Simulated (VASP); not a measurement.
# BaTiO3 (P4mm) in VASP: a series of runs

The runs below take BaTiO3 through relaxation of shape and atoms at fixed volume, with r2SCAN.

Everything below comes from runs of VASP 6.6.1. Logs are shortened: lines on timing, memory, paths and dates and some standing lists are left out, and cuts for length are marked.

### 1 The cell of the first run

It takes space group P4mm (No. 99, tetragonal). The conventional cell has a = 3.946 Å, b = 3.946 Å, c = 4.085 Å, α = 90.00°, β = 90.00°, γ = 90.00°. Ba (site symmetry 4mm) has 12 O at 2.78 to 2.90 Å and 8 Ti at 3.41 to 3.50 Å within 3.7 Å. Within 2.4 Å of Ti (site symmetry 4mm) lie 6 O at 1.81 to 2.27 Å. O (site symmetry 4mm) has 2 Ti at 1.81 to 2.27 Å within 2.4 Å. O (site symmetry 2mm) has 2 Ti at 1.98 Å within 2.6 Å.

### 2 Relaxation of shape and atoms at fixed volume, r2SCAN (12.72 Å³/atom)

The input, POSCAR:

```
BaTiO3
1.0
    3.9456573964      0.0000000000      0.0000000000
    0.0000000000      3.9456573964      0.0000000000
    0.0000000000      0.0000000000      4.0847454515
Ba Ti O
1 1 3
Direct
    0.0000000000      0.0000000000     -0.0043506823
    0.5000000000      0.5000000000      0.4775951345
    0.5000000000      0.5000000000      0.0345307524
    0.5000000000      0.0000000000      0.5176123978
    0.0000000000      0.5000000000      0.5176123978
```

The input, INCAR.step1:

```
ALGO = Normal ; EDIFF = 1E-4
ENCUT = 600 ; GGA = PE
ISMEAR = 0 ; LASPH = T
LCHARG = F ; LREAL = F
LWAVE = T ; NELM = 80
PREC = Accurate ; SIGMA = 0.05
```

The input, INCAR.step2:

```
ALGO = Normal ; EDIFF = 1E-7
EDIFFG = -0.01 ; ENCUT = 600
IBRION = 2 ; ISIF = 4
ISMEAR = 0 ; ISTART = 1
LASPH = T ; LCHARG = F
LMIXTAU = T ; LREAL = F
LWAVE = F ; METAGGA = R2SCAN
NELM = 80 ; NSW = 60
PREC = Accurate ; SIGMA = 0.05
```

The input, KPOINTS:

```
k-points
0
Gamma
  6 6 6
```

Potentials or basis: VASP PAW PBE potentials, release 64 (Ba_sv, Ti_sv, O).

The run is started by

```bash
$ cat potpaw_PBE.64/Ba_sv/POTCAR potpaw_PBE.64/Ti_sv/POTCAR potpaw_PBE.64/O/POTCAR > POTCAR
$ cp INCAR.step1 INCAR
$ mpirun -np 1 vasp_std > vasp.out
$ cp INCAR.step2 INCAR
$ mpirun -np 1 vasp_std > vasp.out
```

OUTCAR:

```text
EDIFF = 1E-7
   EDIFFG = -0.01
   ENCUT = 600
   IBRION = 2
   ISIF = 4
   ISMEAR = 0
   ISTART = 1
   LASPH = T
   LREAL = F
   METAGGA = R2SCAN
   NELM = 80
   NSW = 60
   PREC = Accurate

 ion  position               nearest neighbor table
   1  0.000  0.000  0.996-   4 2.78   5 2.78   5 2.78   4 2.78   3 2.79   3 2.79   3 2.79   3 2.79
                             4 2.90   5 2.90   5 2.90   4 2.90   2 3.41   2 3.41   2 3.41   2 3.41
   2  0.500  0.500  0.478-   3 1.81   4 1.98   5 1.98   4 1.98   5 1.98   3 2.27   1 3.41   1 3.41
                             1 3.41   1 3.41   1 3.50   1 3.50   1 3.50   1 3.50
   3  0.500  0.500  0.035-   2 1.81   2 2.27   1 2.79   1 2.79   1 2.79   1 2.79
   4  0.500  0.000  0.518-   2 1.98   2 1.98   1 2.78   1 2.78   1 2.90   1 2.90
   5  0.000  0.500  0.518-   2 1.98   2 1.98   1 2.78   1 2.78   1 2.90   1 2.90

  LATTYP: Found a simple tetragonal cell.
 ALAT       =     3.9456573964
 C/A-ratio  =     1.0352509205

  Lattice vectors:

 A1 = (   3.9456573964,   0.0000000000,   0.0000000000)
 A2 = (   0.0000000000,   3.9456573964,   0.0000000000)
 A3 = (   0.0000000000,   0.0000000000,   4.0847454515)

Analysis of symmetry for initial positions (statically):
=====================================================================
 Subroutine PRICEL returns:
 Original cell was already a primitive cell.

 Routine SETGRP: Setting up the symmetry group for a
 simple tetragonal supercell.

 Subroutine GETGRP returns: Found  8 space group operations
 (whereof  8 operations were pure point group operations)
 out of a pool of 16 trial point group operations.

The static configuration has the point symmetry C_4v.

Analysis of symmetry for dynamics (positions and initial velocities):
=====================================================================
 Subroutine PRICEL returns:
 Original cell was already a primitive cell.

 Routine SETGRP: Setting up the symmetry group for a
 simple tetragonal supercell.

 Subroutine GETGRP returns: Found  8 space group operations
 (whereof  8 operations were pure point group operations)
 out of a pool of 16 trial point group operations.

The dynamic configuration has the point symmetry C_4v.

 Subroutine INISYM returns: Found  8 space group operations
 (whereof  8 operations are pure point group operations),
 and found     1 'primitive' translations

----------------------------------------------------------------------------------------

                                     Primitive cell

  volume of cell :      63.5922

  direct lattice vectors                    reciprocal lattice vectors
     3.945657396  0.000000000  0.000000000     0.253443191  0.000000000  0.000000000
     0.000000000  3.945657396  0.000000000     0.000000000  0.253443191  0.000000000
     0.000000000  0.000000000  4.084745451     0.000000000  0.000000000  0.244813297

  length of vectors
     3.945657396  3.945657396  4.084745451     0.253443191  0.253443191  0.244813297

  position of ions in fractional coordinates (direct lattice)
     0.000000000  0.000000000  0.995649318
     0.500000000  0.500000000  0.477595134
     0.500000000  0.500000000  0.034530752
     0.500000000  0.000000000  0.517612398
     0.000000000  0.500000000  0.517612398

  ion indices of the primitive-cell ions
   primitive index   ion index
                 1           1
                 2           2
                 3           3
                 4           4
                 5           5

----------------------------------------------------------------------------------------

 KPOINTS: k-points

Automatic generation of k-mesh.
 Grid dimensions read from file:
 generate k-points for:    6    6    6

 Generating k-lattice:

  Cartesian coordinates                     Fractional coordinates (reciprocal lattice)
     0.042240532  0.000000000  0.000000000     0.166666667  0.000000000  0.000000000
     0.000000000  0.042240532  0.000000000     0.000000000  0.166666667  0.000000000
     0.000000000  0.000000000  0.040802216     0.000000000  0.000000000  0.166666667

  Length of vectors
     0.042240532  0.042240532  0.040802216

  Shift w.r.t. Gamma in fractional coordinates (k-lattice)
     0.000000000  0.000000000  0.000000000

 Subroutine IBZKPT returns following result:
 ===========================================

 Found     40 irreducible k-points:

 Following reciprocal coordinates:
            Coordinates               Weight
  0.000000  0.000000  0.000000      1.000000
  0.166667  0.000000  0.000000      4.000000
  0.333333  0.000000  0.000000      4.000000
  0.500000  0.000000  0.000000      2.000000
  0.166667  0.166667  0.000000      4.000000
  0.333333  0.166667  0.000000      8.000000
[... 16 lines left out ...]
  0.333333  0.000000  0.333333      8.000000
  0.500000  0.000000  0.333333      4.000000
 [... further k-points ...]
   k-points           NKPTS =     40   k-points in BZ     NKDIM =     40   number of bands    NBANDS=     24
   number of dos      NEDOS =    301   number of ions     NIONS =      5
   total plane-waves  NPLWV =  36864
   dimension x,y,z NGX =    32 NGY =   32 NGZ =   36
   dimension x,y,z NGXF=    64 NGYF=   64 NGZF=   72
   ions per type =               1   1   3
   NGX,Y,Z   is equivalent  to a cutoff of  13.48, 13.48, 14.65 a.u.
   NGXF,Y,Z  is equivalent  to a cutoff of  26.97, 26.97, 29.30 a.u.
 SYSTEM =  unknown system
   PREC   = accura    normal or accurate (medium, high low for compatibility)
   ISTART =      1    job   : 0-new  1-cont  2-samecut
   ICHARG =      0    charge: 1-file 2-atom 10-const
   ISPIN  =      1    spin polarized calculation?
   LNONCOLLINEAR =      F non collinear calculations
   LSORBIT =      F    spin-orbit coupling
   LASPH  =      T    aspherical Exc in radial PAW
   ENCUT  =  600.0 eV  44.10 Ry    6.64 a.u.   7.88  7.88  8.16*2*pi/ulx,y,z
   NELM   =     80;   NELMIN=  2; NELMDL=  0     # of ELM steps
   EDIFF  = 0.1E-06   stopping-criterion for ELM
   LREAL  =      F    real-space projection
   EDIFFG = -.1E-01   stopping-criterion for IOM
   NSW    =     60    number of steps for IOM
   IBRION =      2    ionic relax: 0-MD 1-quasi-New 2-CG
   NFREE  =      1    steps in history (QN), initial steepest desc. (CG)
   ISIF   =      4    stress and relaxation
   ISYM   =      2    0-nonsym 1-usesym 2-fastsym
   POTIM  = 0.5000    time-step for ionic-motion
   TEBEG  =    0.0;   TEEND  =   0.0 temperature during run
   PSTRESS=    0.0 pullay stress
   NELECT =      40.0000    total number of electrons
   NUPDOWN=      -1.0000    fix difference up-down
   EMIN   =  10.00;   EMAX   =-10.00  energy-range for DOS
   EFERMI =   0.00;   METHOD = LEGACY
   ISMEAR =     0;   SIGMA  =   0.05  broadening in eV -4-tet -1-fermi 0-gaus
   EFERMI_NEDOS =   21; number of points for ismear=-14 and -15
   IALGO  =     38    algorithm
   IMIX   =      4    mixing-type and parameters
     AMIX     =   0.40;   BMIX     =  1.00
     AMIX_MAG =   1.60;   BMIX_MAG =  1.00
  volume/ion in A,a.u.               =      12.72        85.83
  Fermi-wavevector in a.u.,A,eV,Ry     =   1.402685  2.650691 26.769817  1.967526
  Thomas-Fermi vector in A             =   2.525422
   LORBIT       =      0    0 simple, 1 ext, 2 COOP (PROOUT), +10 PAW based schemes
   METAGGA = R2SCAN    functional components
   LHFCALC =     F    Hartree Fock is set to
   AEXX    =    0.0000 exact exchange contribution
   IVDW    =     0    specifies the selected vdW correction
   LEPSILON=     F    determine dielectric tensor
   LRPA    =     F    only Hartree local field effects (RPA)
 conjugate gradient relaxation of ions
 non-spin polarized calculation
 Gauss-broadening in eV      SIGMA  =   0.05
  energy-cutoff  :      600.00
  volume of cell :       63.59
 maximum number of plane-waves:      2152
 NGX is ok and might be reduce to    32
   NGX = 15   NGY = 15   NGZ = 17

--------------------------------------- Ionic step        1  -------------------------------------------

 number of electron      39.9999983 magnetization

 Free energy of the ion-electron system (eV)
  ---------------------------------------------------
  ext. energy  EPLUGINS =         0.00000000
  ---------------------------------------------------
  free energy    TOTEN  =       -74.23567959 eV

  energy without entropy =      -74.23567959  energy(sigma->0) =      -74.23567959

------------------------ aborting loop because EDIFF is reached ----------------------------------------

  FORCE on cell =-STRESS in cart. coord.  units (eV):
  Direction    XX          YY          ZZ          XY          YZ          ZX
  --------------------------------------------------------------------------------------
  -------------------------------------------------------------------------------------
  Total        2.2196244      2.2196244      2.2432112      0.0000000      0.0000000      0.0000000
  in kB       55.9224690     55.9224690     56.5167283      0.0000000      0.0000000      0.0000000
  external PRESSURE =      56.1205555 kB  Pullay stress =       0.0000000 kB
[... 98 lines left out ...]
  FREE ENERGIE OF THE ION-ELECTRON SYSTEM (eV)
  ---------------------------------------------------
  free  energy   TOTEN  =       -74.2421664940 eV

  energy  without entropy=      -74.2421664940  energy(sigma->0) =      -74.24216649

[... ionic steps 4 to 7 ...]

--------------------------------------- Ionic step        8  -------------------------------------------

 number of electron      39.9999985 magnetization

------------------------ aborting loop because EDIFF is reached ----------------------------------------

  FORCE on cell =-STRESS in cart. coord.  units (eV):
  Direction    XX          YY          ZZ          XY          YZ          ZX
  --------------------------------------------------------------------------------------
  -------------------------------------------------------------------------------------
  Total        1.4804404      1.4804404      1.4494441      0.0000000      0.0000000      0.0000000
  in kB       37.2990486     37.2990486     36.5181123      0.0000000      0.0000000      0.0000000
  external PRESSURE =      37.0387365 kB  Pullay stress =       0.0000000 kB
[... 63 lines left out ...]
  energy  without entropy=      -74.2487432677  energy(sigma->0) =      -74.24874327

--------------------------------------- Ionic step       10  -------------------------------------------

 number of electron      39.9999985 magnetization

 Free energy of the ion-electron system (eV)
  ---------------------------------------------------
  ext. energy  EPLUGINS =         0.00000000
  ---------------------------------------------------
  free energy    TOTEN  =       -74.24876662 eV

  energy without entropy =      -74.24876662  energy(sigma->0) =      -74.24876662

 E-fermi :   4.0570     XC(G=0): -11.9570

 val. band max:        3.6709755354   @ k =   0.5000   0.5000   0.5000
 cond. band min:       5.8769162268   @ k =   0.0000   0.0000   0.0000
 fundamental gap:      2.2059406914
 Fermi energy:         4.0570435754

 k-point     1 :       0.0000    0.0000    0.0000
  band No.  band energies     occupation
      1     -55.1026      2.00000
      2     -30.3232      2.00000
      3     -30.2677      2.00000
      4     -30.2677      2.00000
      5     -21.8803      2.00000
      6     -14.2843      2.00000
[... 637 lines left out ...]
     23       7.8853      0.00000
     24       8.8938      0.00000

 [... further k-points ...]

------------------------ aborting loop because EDIFF is reached ----------------------------------------

  FORCE on cell =-STRESS in cart. coord.  units (eV):
  Direction    XX          YY          ZZ          XY          YZ          ZX
  --------------------------------------------------------------------------------------
  -------------------------------------------------------------------------------------
  Total        1.4757718      1.4757718      1.5042047      0.0000000     -0.0000000      0.0000000
  in kB       37.1814253     37.1814253     37.8977816      0.0000000     -0.0000000      0.0000000
  external PRESSURE =      37.4202107 kB  Pullay stress =       0.0000000 kB
[... 20 lines left out ...]
  FREE ENERGIE OF THE ION-ELECTRON SYSTEM (eV)
  ---------------------------------------------------
  free  energy   TOTEN  =       -74.2487666167 eV

  energy  without entropy=      -74.2487666167  energy(sigma->0) =      -74.24876662

 reached required accuracy - stopping structural energy minimisation
```

Run time: 41 min. Hardware: 1 thread of Oxide Virtual Turin-like, shared host; peak memory 0.22 GiB.

Results:

| Item | Value |
| --- | --- |
| Free energy | -74.2488 eV |
| Energy gained by relaxing | 2.6 meV/atom |
| Ionic steps | 10 |
| Pressure after relaxing | 3.7 GPa |
| Band gap on the k mesh | 2.21 eV (least direct gap 2.56 eV) |

Forces on the atoms (eV/Å):
```
Ba   0.000  0.000  0.001
Ti   0.000  0.000 -0.001
O    0.000  0.000 -0.003
O    0.000  0.000  0.001
O    0.000  0.000  0.001
```

Step by step:
```
step  energy change (eV)  largest force (eV/Å)  pressure (GPa)  volume (Å³)
   1              0.0000                0.4066            5.61        63.59
   2             -0.0065                0.0916            4.65        63.59
   3             -0.0065                0.0904            4.67        63.59
   4             -0.0105                0.0755            4.34        63.59
   5             -0.0124                0.0558            3.91        63.59
   6             -0.0124                0.0534            3.93        63.59
   7             -0.0130                0.0287            3.79        63.59
   8             -0.0131                0.0193            3.70        63.59
   9             -0.0131                0.0170            3.71        63.59
  10             -0.0131                0.0028            3.74        63.59
```

Final structure:
```yaml
crystal:
  lattice:
    - [3.97105, 0.00000, 0.00000]
    - [0.00000, 3.97105, 0.00000]
    - [0.00000, 0.00000, 4.03267]
  atoms:
    - { symbol: Ba, position: [0.00000, 0.00000, 0.00136] }
    - { symbol: Ti, position: [0.50000, 0.50000, 0.48667] }
    - { symbol: O, position: [0.50000, 0.50000, 0.02515] }
    - { symbol: O, position: [0.50000, 0.00000, 0.51491] }
    - { symbol: O, position: [0.00000, 0.50000, 0.51491] }
```

Levels at points of the mesh, in eV from the valence-band top:
```tsv
k point	band 18	band 19	band 20	band 21	band 22	band 23
(0.00, 0.00, 0.00)	-0.43	-0.36	-0.36	2.21	2.47	2.47
(0.50, 0.00, 0.00)	-1.74	-1.10	-0.98	2.60	3.95	3.99
(0.50, 0.50, 0.00)	-1.02	-1.02	-0.08	4.01	4.01	4.43
(0.00, 0.00, 0.50)	-2.00	-0.75	-0.75	2.36	3.95	3.95
(0.50, 0.00, 0.50)	-0.98	-0.95	-0.25	3.96	3.97	4.36
(0.50, 0.50, 0.50)	-0.17	-0.17	0.00	4.62	4.62	4.66
```

Caveat: the PAW data sets were made with another functional, which shifts forces and pressure a little; spin-orbit coupling is left out, which moves the levels of the heavy elements. r2SCAN opens gaps a little over a GGA but as a rule still falls short of measured ones.

### 3 Relaxation of shape and atoms at fixed volume, r2SCAN (13.24 Å³/atom)

This run uses another cell than the first one, of 13.24 Å³/atom.

POSCAR: that of step 2 with these lines changed.

```diff
@@ -2,5 +2,5 @@
 1.0
-    3.9456573964      0.0000000000      0.0000000000
-    0.0000000000      3.9456573964      0.0000000000
-    0.0000000000      0.0000000000      4.0847454515
+    3.9986255611      0.0000000000      0.0000000000
+    0.0000000000      3.9986255611      0.0000000000
+    0.0000000000      0.0000000000      4.1395807928
 Ba Ti O
```

The input, INCAR.step1:

```
SYSTEM = BaTiO3
PREC     = Accurate       ! precision mode
ENCUT    = 600            ! plane-wave cutoff, eV
ISMEAR   = 0              ! smearing method
SIGMA    = 0.05           ! smearing width, eV
LREAL    = .False.        ! projectors in reciprocal space
LASPH    = .True.         ! aspherical terms in the spheres
NELM     = 100            ! most SCF steps
GGA      = PE             ! functional
ALGO     = Normal         ! electronic algorithm
EDIFF    = 1E-4           ! SCF threshold, eV
LWAVE    = .True.         ! write WAVECAR
LCHARG   = .False.        ! write CHGCAR
```

The input, INCAR.step2:

```
SYSTEM = BaTiO3
PREC     = Accurate       ! precision mode
ENCUT    = 600            ! plane-wave cutoff, eV
EDIFF    = 1E-6           ! SCF threshold, eV
ISMEAR   = 0              ! smearing method
SIGMA    = 0.05           ! smearing width, eV
LREAL    = .False.        ! projectors in reciprocal space
LASPH    = .True.         ! aspherical terms in the spheres
NELM     = 100            ! most SCF steps
ALGO     = Normal         ! electronic algorithm
ISIF     = 4              ! what is computed and relaxed
LWAVE    = .False.        ! write WAVECAR
LCHARG   = .False.        ! write CHGCAR
METAGGA  = R2SCAN         ! meta-GGA
LMIXTAU  = .True.       
IBRION   = 2              ! ionic algorithm
NSW      = 60             ! ionic steps
EDIFFG   = -0.01          ! ionic threshold
ISTART   = 1
```

The input, KPOINTS:

```
Automatic mesh
0
Gamma
  6 6 6
  0 0 0
```

Potentials or basis: VASP PAW PBE potentials, release 64 (Ba_sv, Ti_sv, O).

The run is started by

```bash
$ cat potpaw_PBE.64/Ba_sv/POTCAR potpaw_PBE.64/Ti_sv/POTCAR potpaw_PBE.64/O/POTCAR > POTCAR
$ cp INCAR.step1 INCAR
$ mpirun -np 1 vasp_std > vasp.out
$ cp INCAR.step2 INCAR
$ mpirun -np 1 vasp_std > vasp.out
```

Run time: 40 min. Hardware: 1 thread of Oxide Virtual Turin-like, shared host; peak memory 0.23 GiB.

The run converged. Its results:

* Free energy: -74.2715 eV
* Energy gained by relaxing: 0.1 meV/atom
* Ionic steps: 12
* Pressure after relaxing: -1.3 GPa
* Largest force after relaxing: 0.006 eV/Å
* Band gap on the k mesh: 2.17 eV (least direct gap 2.69 eV)

Forces in eV/Å, atoms in the order of the input:
```
Ba   0.000  0.000  0.000
Ti   0.000  0.000  0.006
O    0.000  0.000 -0.002
O    0.000  0.000 -0.002
O    0.000  0.000 -0.002
```

Step by step:
| step | energy change (eV) | largest force (eV/Å) | pressure (GPa) | volume (Å³) |
| --- | --- | --- | --- | --- |
| 1 | 0.0000 | 0.0851 | -1.63 | 66.19 |
| 2 | -0.0003 | 0.0192 | -1.51 | 66.19 |
| 3 | -0.0004 | 0.0187 | -1.43 | 66.19 |
| 4 | -0.0005 | 0.0137 | -1.37 | 66.19 |
| 5 | -0.0005 | 0.0184 | -1.37 | 66.19 |
| 6 | -0.0005 | 0.0171 | -1.37 | 66.19 |
| 7 | -0.0005 | 0.0158 | -1.37 | 66.19 |
| 8 | -0.0006 | 0.0107 | -1.36 | 66.19 |
| 9 | -0.0005 | 0.0182 | -1.31 | 66.19 |
| 10 | -0.0006 | 0.0101 | -1.33 | 66.19 |
| 11 | -0.0006 | 0.0102 | -1.34 | 66.19 |
| 12 | -0.0006 | 0.0065 | -1.32 | 66.19 |

Final structure:
```
Ba Ti O
1.0
     3.99294    0.00000    0.00000
     0.00000    3.99294    0.00000
     0.00000    0.00000    4.15137
Ba Ti O
1 1 3
Direct
  0.00000 0.00000 0.99546
  0.50000 0.50000 0.47659
  0.50000 0.50000 0.03642
  0.50000 0.00000 0.51727
  0.00000 0.50000 0.51727
```

Levels at points of the mesh, in eV from the valence-band top:
```tsv
k point	band 18	band 19	band 20	band 21	band 22	band 23
(0.00, 0.00, 0.00)	-0.79	-0.52	-0.52	2.17	2.66	2.66
(0.50, 0.00, 0.00)	-1.70	-1.44	-1.25	2.75	3.81	3.89
(0.50, 0.50, 0.00)	-1.15	-1.15	-0.07	3.92	3.92	4.29
(0.00, 0.00, 0.50)	-1.99	-0.77	-0.77	2.30	3.80	3.80
(0.50, 0.00, 0.50)	-1.13	-1.06	-0.44	3.81	3.84	4.14
(0.50, 0.50, 0.50)	-0.37	-0.37	0.00	4.38	4.38	4.47
```

Caveat: the PAW data sets were made with another functional, which shifts forces and pressure a little; spin-orbit coupling is left out, which moves the levels of the heavy elements. A k mesh can miss the band edges.
